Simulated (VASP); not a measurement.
B2O3: single point with PBE

B2O3:

```
B O
1.0
     5.84984    0.00856    0.09581
     0.00856    5.71940    0.02364
     0.09581    0.02364    5.56095
B O
6 9
Cartesian
  3.0425 2.2660 2.2031
  1.5518 4.1963 2.2599
  5.8152 4.6627 2.9886
  4.0675 0.3590 3.7753
  5.7630 1.7952 6.1213
  3.2577 0.5943 0.4241
  2.4548 1.4679 1.0032
  4.7913 0.7056 0.4536
  3.7794 1.5566 3.1038
  6.6911 3.7068 3.4208
  0.6665 5.0979 1.6457
  6.1227 2.9942 5.6436
  2.7408 3.5903 2.0330
  3.1107 -0.1292 4.6493
  4.9346 5.1464 3.7351
```

```yaml
Program: VASP 6.6.1
Task: single point
Functional: PBE
Potentials_or_basis: VASP PAW PBE potentials, release 64 (B, O)
Cutoff: 520 eV
k_mesh: 1 × 1 × 1
Occupations: fermi-dirac, width 0.2111 eV
Spin: no spin polarisation
```

| Property | Result |
| --- | --- |
| Pressure | 0.7 GPa |
| Largest force | 6.687 eV/Å |
| Band gap on the k mesh | 3.85 eV |

Forces in eV/Å, atoms in the order of the input:
```
B   -0.730 -1.340 -1.838
B   -0.036 -1.389 -0.781
B    3.703 -0.753 -2.692
B   -4.831  2.177  1.141
B   -1.491  3.547 -3.342
B    2.648 -0.335 -5.040
O    1.023  0.233  2.699
O   -0.660  1.365  0.952
O    0.334  0.750 -0.488
O   -0.100 -0.734  0.127
O    0.529 -0.107  1.689
O   -1.220 -5.603  3.440
O    1.617 -0.231 -0.114
O   -1.961  2.899  4.533
O    1.175 -0.480 -0.286
```

Stress tensor (GPa, compression positive):
```
 8.63 -8.37 -8.61
-8.37 -5.84  4.52
-8.61  4.52 -0.66
```

Levels at points of the mesh, in eV from the valence-band top:
```
           k point  band 33  band 34  band 35  band 36  band 37  band 38  band 39  band 40
(0.00, 0.00, 0.00)    -0.66    -0.33    -0.20     0.00     3.85     4.65     5.42     5.71
```

Wall time 47 s on 1 thread of Intel Xeon 8259CL, with other jobs on the host, peak memory 0.26 GiB.

Caveat: the k points lie up to 1.13 Å⁻¹ apart.
